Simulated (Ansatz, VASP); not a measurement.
**Two plane-wave programs on Si**

```
Si
1.0
    -1.64454    1.64454    1.27726
     1.64454   -1.64454    1.27726
     1.64454    1.64454   -1.27726
Si
1
Direct
  0.00000 0.00000 0.00000
```

Alike in both runs: functional PBE; dispersion D4; k mesh 13 × 13 × 13; occupations methfessel-paxton of order 1, width 0.05 eV; no spin polarisation.

Ansatz relaxed the structure, and its values are those at the end. VASP's run is a single point on that final structure, the one shown.

|  | VASP | Ansatz |
| --- | --- | --- |
| version | VASP 6.6.1 | Ansatz 0.2.0 |
| potentials or method | VASP PAW PBE potentials, release 64 (Si), cutoff 500 eV | plane waves, PAW |
| valence electrons in the cell | 4 | 4 |

```tsv
	VASP	Ansatz	Ansatz less VASP
pressure (GPa)	0.0	0.0	+0.06
```
